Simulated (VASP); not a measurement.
# Si3C3N8 (P-6) in VASP: further runs

The runs below take Si3C3N8 through single point, with PBE, r2SCAN.

Everything below comes from runs of VASP 6.6.1. Logs are shortened: lines on timing, memory, paths and dates and some standing lists are left out, and cuts for length are marked.

### Step 1. The cell of the first run

It takes space group P-6 (No. 174, hexagonal). The conventional cell has a = 7.084 Å, b = 7.084 Å, c = 2.683 Å, α = 90.00°, β = 90.00°, γ = 120.00°. Within 1.9 Å of C (site symmetry m) lie 4 N at 1.43 to 1.58 Å. Si (site symmetry m) has 4 N at 1.69 to 1.76 Å within 2.3 Å. N (site symmetry -6) has 3 C at 1.49 Å within 2.0 Å. Within 2.3 Å of N (site symmetry -6) lie 3 Si at 1.71 Å. Within 1.9 Å of N (site symmetry m) lie 1 C at 1.43 Å and 2 Si at 1.69 Å. N (site symmetry m) has 2 C at 1.58 Å and 1 Si at 1.76 Å within 2.1 Å.

### Step 2. Single point, PBE

Contents of INCAR:

```
SYSTEM = Si3C3N8
PREC = Accurate
ENCUT = 520
EDIFF = 1E-6
ISMEAR = -1
SIGMA = 0.02
LREAL = .FALSE.
LASPH = .TRUE.
NELM = 60
ALGO = Normal
ISIF = 2
LWAVE = .FALSE.
LCHARG = .FALSE.
GGA = PE
NBANDS = 45
```

Contents of KPOINTS:

```
Automatic mesh
0
G
  6 6 8
  0 0 0
```

Contents of POSCAR:

```
Si3C3N8
1.0
    7.0836271712     -0.0000000028      0.0000000000
   -3.5418135832      6.1346010826      0.0000000000
    0.0000000000      0.0000000000      2.6827292158
C Si N
3 3 8
Direct
    0.2378414777      0.8116091473      0.5000000000
    0.1883908527      0.4262323304      0.5000000000
    0.5737676696      0.7621585223      0.5000000000
    0.3902222644      0.2261128152      0.0000000000
    0.8358905508      0.6097777356      0.0000000000
    0.7738871848      0.1641094492      0.0000000000
    0.3333333333      0.6666666667      0.5000000000
    0.6666666667      0.3333333333      0.0000000000
    1.0040693039      0.7011325308      0.5000000000
    0.3125378889      0.9487225971      0.0000000000
    0.6361847082      0.6874621111      0.0000000000
    0.2988674692      0.3029367730      0.5000000000
    0.0512774029      0.3638152918      0.0000000000
    0.6970632270     -0.0040693039      0.5000000000
```

Potentials or basis: VASP PAW PBE potentials, release 64 (C, Si, N).

Run with:

```sh
$ cat potpaw_PBE.64/C/POTCAR potpaw_PBE.64/Si/POTCAR potpaw_PBE.64/N/POTCAR > POTCAR
$ mpirun -np 1 vasp_std > vasp.out
```

OUTCAR:

```text
SYSTEM = Si3C3N8
   PREC = Accurate
   ENCUT = 520
   EDIFF = 1E-6
   ISMEAR = -1
   LREAL = .FALSE.
   LASPH = .TRUE.
   NELM = 60
   ISIF = 2
   GGA = PE

 ion  position               nearest neighbor table
   1  0.238  0.812  0.500-   9 1.43   7 1.49  10 1.58  10 1.58
   2  0.188  0.426  0.500-  12 1.43   7 1.49  13 1.58  13 1.58
   3  0.574  0.762  0.500-  14 1.43   7 1.49  11 1.58  11 1.58
   4  0.390  0.226  0.000-  12 1.69  12 1.69   8 1.71  10 1.76   5 2.96   6 2.96
   5  0.836  0.610  0.000-   9 1.69   9 1.69   8 1.71  11 1.76   4 2.96   6 2.96
   6  0.774  0.164  0.000-  14 1.69  14 1.69   8 1.71  13 1.76   4 2.96   5 2.96
   7  0.333  0.667  0.500-   1 1.49   2 1.49   3 1.49
   8  0.667  0.333  0.000-   6 1.71   5 1.71   4 1.71
   9  0.004  0.701  0.500-   1 1.43   5 1.69   5 1.69
  10  0.313  0.949  0.000-   1 1.58   1 1.58   4 1.76
  11  0.636  0.687  0.000-   3 1.58   3 1.58   5 1.76
  12  0.299  0.303  0.500-   2 1.43   4 1.69   4 1.69
  13  0.051  0.364  0.000-   2 1.58   2 1.58   6 1.76
  14  0.697  0.996  0.500-   3 1.43   6 1.69   6 1.69

  LATTYP: Found a hexagonal cell.
 ALAT       =     7.0836271712
 C/A-ratio  =     0.3787225317

  Lattice vectors:

 A1 = (   7.0836271712,  -0.0000000028,   0.0000000000)
 A2 = (  -3.5418135832,   6.1346010826,   0.0000000000)
 A3 = (   0.0000000000,   0.0000000000,   2.6827292158)

Analysis of symmetry for initial positions (statically):
=====================================================================
 Subroutine PRICEL returns:
 Original cell was already a primitive cell.

 Routine SETGRP: Setting up the symmetry group for a
 hexagonal supercell.

 Subroutine GETGRP returns: Found  6 space group operations
 (whereof  6 operations were pure point group operations)
 out of a pool of 24 trial point group operations.

The static configuration has the point symmetry C_3h.

Analysis of symmetry for dynamics (positions and initial velocities):
=====================================================================
 Subroutine PRICEL returns:
 Original cell was already a primitive cell.

 Routine SETGRP: Setting up the symmetry group for a
 hexagonal supercell.

 Subroutine GETGRP returns: Found  6 space group operations
 (whereof  6 operations were pure point group operations)
 out of a pool of 24 trial point group operations.

The dynamic configuration has the point symmetry C_3h.

 Subroutine INISYM returns: Found  6 space group operations
 (whereof  6 operations are pure point group operations),
 and found     1 'primitive' translations

----------------------------------------------------------------------------------------

                                     Primitive cell

  volume of cell :     116.5786

  direct lattice vectors                    reciprocal lattice vectors
     7.083627171 -0.000000003  0.000000000     0.141170614  0.081504892  0.000000000
    -3.541813583  6.134601083  0.000000000     0.000000000  0.163009784  0.000000000
     0.000000000  0.000000000  2.682729216     0.000000000  0.000000000  0.372754728

  length of vectors
     7.083627171  7.083627171  2.682729216     0.163009784  0.163009784  0.372754728

  position of ions in fractional coordinates (direct lattice)
     0.237841478  0.811609147  0.500000000
     0.188390853  0.426232330  0.500000000
     0.573767670  0.762158522  0.500000000
     0.390222264  0.226112815  0.000000000
     0.835890551  0.609777736  0.000000000
     0.773887185  0.164109449  0.000000000
     0.333333333  0.666666667  0.500000000
     0.666666667  0.333333333  0.000000000
     0.004069304  0.701132531  0.500000000
     0.312537889  0.948722597  0.000000000
     0.636184708  0.687462111  0.000000000
     0.298867469  0.302936773  0.500000000
     0.051277403  0.363815292  0.000000000
     0.697063227  0.995930696  0.500000000

  ion indices of the primitive-cell ions
   primitive index   ion index
                 1           1
                 2           2
                 3           3
                 4           4
                 5           5
                 6           6
                 7           7
                 8           8
                 9           9
                10          10
                11          11
                12          12
                13          13
                14          14

----------------------------------------------------------------------------------------

 KPOINTS: Automatic mesh

Automatic generation of k-mesh.
 Grid dimensions read from file:
 generate k-points for:    6    6    8

 Generating k-lattice:

  Cartesian coordinates                     Fractional coordinates (reciprocal lattice)
     0.023528436  0.013584149  0.000000000     0.166666667  0.000000000  0.000000000
     0.000000000  0.027168297  0.000000000    -0.000000000  0.166666667  0.000000000
     0.000000000  0.000000000  0.046594341     0.000000000  0.000000000  0.125000000

  Length of vectors
     0.027168297  0.027168297  0.046594341

  Shift w.r.t. Gamma in fractional coordinates (k-lattice)
     0.000000000  0.000000000  0.000000000

 Subroutine IBZKPT returns following result:
 ===========================================

 Found     40 irreducible k-points:

 Following reciprocal coordinates:
            Coordinates               Weight
  0.000000  0.000000  0.000000      1.000000
  0.166667  0.000000  0.000000      6.000000
  0.333333  0.000000  0.000000      6.000000
  0.500000  0.000000  0.000000      3.000000
  0.166667  0.166667  0.000000      6.000000
  0.333333  0.166667  0.000000      6.000000
[... 16 lines left out ...]
 -0.333333  0.500000 -0.250000     12.000000
  0.333333  0.333333  0.250000      4.000000
 [... further k-points ...]
   k-points           NKPTS =     40   k-points in BZ     NKDIM =     40   number of bands    NBANDS=     45
   number of dos      NEDOS =    301   number of ions     NIONS =     14
   total plane-waves  NPLWV =  58320
   dimension x,y,z NGX =    54 NGY =   54 NGZ =   20
   dimension x,y,z NGXF=   108 NGYF=  108 NGZF=   40
   ions per type =               3   3   8
   NGX,Y,Z   is equivalent  to a cutoff of  12.67, 12.67, 12.39 a.u.
   NGXF,Y,Z  is equivalent  to a cutoff of  25.35, 25.35, 24.79 a.u.
 SYSTEM =  Si3C3N8
   PREC   = accura    normal or accurate (medium, high low for compatibility)
   ISTART =      0    job   : 0-new  1-cont  2-samecut
   ICHARG =      2    charge: 1-file 2-atom 10-const
   ISPIN  =      1    spin polarized calculation?
   LNONCOLLINEAR =      F non collinear calculations
   LSORBIT =      F    spin-orbit coupling
   LASPH  =      T    aspherical Exc in radial PAW
   ENCUT  =  520.0 eV  38.22 Ry    6.18 a.u.  13.17 13.17  4.99*2*pi/ulx,y,z
   NELM   =     60;   NELMIN=  2; NELMDL= -5     # of ELM steps
   EDIFF  = 0.1E-05   stopping-criterion for ELM
   LREAL  =      F    real-space projection
   EDIFFG = 0.1E-04   stopping-criterion for IOM
   NSW    =      0    number of steps for IOM
   IBRION =     -1    ionic relax: 0-MD 1-quasi-New 2-CG
   NFREE  =      0    steps in history (QN), initial steepest desc. (CG)
   ISIF   =      2    stress and relaxation
   ISYM   =      2    0-nonsym 1-usesym 2-fastsym
   POTIM  = 0.5000    time-step for ionic-motion
   TEBEG  =    0.0;   TEEND  =   0.0 temperature during run
   PSTRESS=    0.0 pullay stress
   NELECT =      64.0000    total number of electrons
   NUPDOWN=      -1.0000    fix difference up-down
   EMIN   =  10.00;   EMAX   =-10.00  energy-range for DOS
   EFERMI =   0.00;   METHOD = LEGACY
   ISMEAR =    -1;   SIGMA  =   0.02  broadening in eV -4-tet -1-fermi 0-gaus
   EFERMI_NEDOS =   21; number of points for ismear=-14 and -15
   IALGO  =     38    algorithm
   IMIX   =      4    mixing-type and parameters
     AMIX     =   0.40;   BMIX     =  1.00
     AMIX_MAG =   1.60;   BMIX_MAG =  1.00
  volume/ion in A,a.u.               =       8.33        56.19
  Fermi-wavevector in a.u.,A,eV,Ry     =   1.340485  2.533149 24.448299  1.796899
  Thomas-Fermi vector in A             =   2.468794
   LORBIT       =      0    0 simple, 1 ext, 2 COOP (PROOUT), +10 PAW based schemes
   GGA     = PE    functional components
   LHFCALC =     F    Hartree Fock is set to
   AEXX    =    0.0000 exact exchange contribution
   IVDW    =     0    specifies the selected vdW correction
   LEPSILON=     F    determine dielectric tensor
   LRPA    =     F    only Hartree local field effects (RPA)
 non-spin polarized calculation
  energy-cutoff  :      520.00
  volume of cell :      116.58
 maximum number of plane-waves:      3170
 NGX is ok and might be reduce to    54
   NGX = 27   NGY = 27   NGZ =  9

 number of electron      63.9999997 magnetization

 Free energy of the ion-electron system (eV)
  ---------------------------------------------------
  ext. energy  EPLUGINS =         0.00000000
  ---------------------------------------------------
  free energy    TOTEN  =      -111.25904209 eV

  energy without entropy =     -111.25904209  energy(sigma->0) =     -111.25904209

 E-fermi :   8.1621     XC(G=0): -11.5421

 val. band max:        7.6967931504   @ k =   0.0000   0.0000   0.1250
 cond. band min:       9.9082591431   @ k =   0.0000   0.0000   0.0000
 fundamental gap:      2.2114659927
 Fermi energy:         8.1621275415

 k-point     1 :       0.0000    0.0000    0.0000
  band No.  band energies     occupation
      1     -13.9631      2.00000
      2     -12.0839      2.00000
      3     -12.0839      2.00000
      4     -10.5080      2.00000
      5      -9.7529      2.00000
      6      -9.7529      2.00000
[... 36 lines left out ...]
     43      15.2774      0.00000
     44      15.2774      0.00000

 k-point     2 :       0.1667    0.0000    0.0000
  band No.  band energies     occupation
      1     -13.9279      2.00000
      2     -12.2022      2.00000
      3     -12.1050      2.00000
      4     -10.5276      2.00000
      5      -9.7080      2.00000
      6      -9.5737      2.00000
[... 36 lines left out ...]
     43      15.3001      0.00000
     44      15.3853      0.00000

 k-point     3 :       0.3333    0.0000    0.0000
  band No.  band energies     occupation
      1     -13.8473      2.00000
      2     -12.4267      2.00000
      3     -12.1447      2.00000
      4     -10.5578      2.00000
      5      -9.6092      2.00000
      6      -9.1974      2.00000
[... 36 lines left out ...]
     43      15.3243      0.00000
     44      15.6249      0.00000

 k-point     4 :       0.5000    0.0000    0.0000
  band No.  band energies     occupation
      1     -13.7999      2.00000
      2     -12.5376      2.00000
      3     -12.1635      2.00000
      4     -10.5713      2.00000
      5      -9.5566      2.00000
      6      -8.9402      2.00000
[... 882 lines left out ...]
     43      15.6984      0.00000
     44      16.1780      0.00000

 k-point    23 :      -0.3333    0.5000   -0.2500
  band No.  band energies     occupation
      1     -13.0378      2.00000
      2     -11.6376      2.00000
      3     -11.3903      2.00000
      4      -9.7401      2.00000
      5      -9.1112      2.00000
      6      -8.3812      2.00000
[... 36 lines left out ...]
     43      15.6818      0.00000
     44      16.2235      0.00000

 k-point    24 :       0.3333    0.3333    0.2500
  band No.  band energies     occupation
      1     -13.0186      2.00000
      2     -11.6404      2.00000
      3     -11.4618      2.00000
      4      -9.5943      2.00000
      5      -9.2615      2.00000
      6      -8.1968      2.00000
[... 36 lines left out ...]
     43      15.9168      0.00000
     44      16.1568      0.00000

 [... further k-points ...]

 [bands above 44 left out]

------------------------ aborting loop because EDIFF is reached ----------------------------------------

  FORCE on cell =-STRESS in cart. coord.  units (eV):
  Direction    XX          YY          ZZ          XY          YZ          ZX
  --------------------------------------------------------------------------------------
  -------------------------------------------------------------------------------------
  Total       -0.0264705     -0.0264705     -0.0693246      0.0000000      0.0000000     -0.0000000
  in kB       -0.3637929     -0.3637929     -0.9527508      0.0000002      0.0000000     -0.0000000
  external PRESSURE =      -0.5601122 kB  Pullay stress =       0.0000000 kB

 VOLUME and BASIS-vectors are now :
 -----------------------------------------------------------------------------
  energy-cutoff  :      520.00
  volume of cell :      116.58
      direct lattice vectors                 reciprocal lattice vectors
     7.083627171 -0.000000003  0.000000000     0.141170614  0.081504892  0.000000000
    -3.541813583  6.134601083  0.000000000     0.000000000  0.163009784  0.000000000
     0.000000000  0.000000000  2.682729216     0.000000000  0.000000000  0.372754728

 POSITION                                       TOTAL-FORCE (eV/Angst)
 -----------------------------------------------------------------------------------
     -1.18979      4.97890      1.34136         0.013507      0.030136      0.000000
     -0.17514      2.61477      1.34136        -0.032852     -0.003371     -0.000000
      1.36493      4.67554      1.34136         0.019346     -0.026765     -0.000000
      1.96334      1.38711      0.00000         0.003516     -0.008573     -0.000000
      3.76142      3.74074      0.00000        -0.009182      0.001241     -0.000000
      4.90068      1.00675      0.00000         0.005666      0.007331      0.000000
      0.00000      4.08973      1.34136        -0.000000     -0.000000     -0.000000
      3.54181      2.04487      0.00000        -0.000000     -0.000000     -0.000000
     -2.45446      4.30117      1.34136        -0.052716     -0.028434     -0.000000
     -1.14630      5.82003      0.00000        -0.010113      0.031660     -0.000000
      2.07163      4.21731      0.00000         0.032475     -0.007072      0.000000
      1.04412      1.85840      1.34136         0.050982     -0.031436     -0.000000
     -0.92534      2.23186      0.00000        -0.022362     -0.024588     -0.000000
      1.41034      6.10964      1.34136         0.001734      0.059870     -0.000000
 -----------------------------------------------------------------------------------
    total drift:                               -0.000001      0.000002     -0.000000

  FREE ENERGIE OF THE ION-ELECTRON SYSTEM (eV)
  ---------------------------------------------------
  free  energy   TOTEN  =      -111.2590420861 eV

  energy  without entropy=     -111.2590420861  energy(sigma->0) =     -111.25904209
```

Run time: 3.9 min. Hardware: 1 thread of Intel Xeon Platinum 8124M at 3.00GHz (Skylake/Cascade Lake), shared host; peak memory 0.32 GiB.

Results:

| Quantity | Value |
| --- | --- |
| Free energy | -111.2590 eV |
| Pressure | -0.1 GPa |
| Largest force | 0.060 eV/Å |
| Band gap on the k mesh | 2.21 eV (least direct gap 2.39 eV) |

Forces on the atoms (eV/Å):
```
C    0.014  0.030  0.000
C   -0.033 -0.003  0.000
C    0.019 -0.027  0.000
Si   0.004 -0.009  0.000
Si  -0.009  0.001  0.000
Si   0.006  0.007  0.000
N    0.000  0.000  0.000
N    0.000  0.000  0.000
N   -0.053 -0.028  0.000
N   -0.010  0.032  0.000
N    0.032 -0.007  0.000
N    0.051 -0.031  0.000
N   -0.022 -0.025  0.000
N    0.002  0.060  0.000
```

[end of part 1 of 2]
